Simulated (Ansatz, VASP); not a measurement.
**V: VASP beside Ansatz**

```
V
1.0
     1.87867    0.00000    0.00000
     0.00000    1.87867    0.00000
     0.00000    0.00000    1.87867
V
1
Direct
  0.00000 0.00000 0.00000
```

Change from the starting cell: volume scaled by 0.45, LAPW.

Alike in both runs: task single point; functional PBE; k mesh 15 × 15 × 15; occupations fermi-dirac, width 0.08 eV; no spin polarisation.

|  | VASP | Ansatz |
| --- | --- | --- |
| version | VASP 6.6.1 | Ansatz 0.2.0 |
| potentials or method | VASP PAW PBE potentials, release 64 (V_sv), cutoff 520 eV | all-electron LAPW, scalar-relativistic |

|  | VASP | Ansatz | Ansatz less VASP |
| --- | --- | --- | --- |
| pressure (GPa) | 553.5 | 504.0 | -49.54 |

Both programs put the cell under a high pressure, so it lies far from rest at this level. Ansatz ran all-electron here, and VASP with PAW potentials.

Noted on VASP's run: the cell as given lies far from equilibrium.
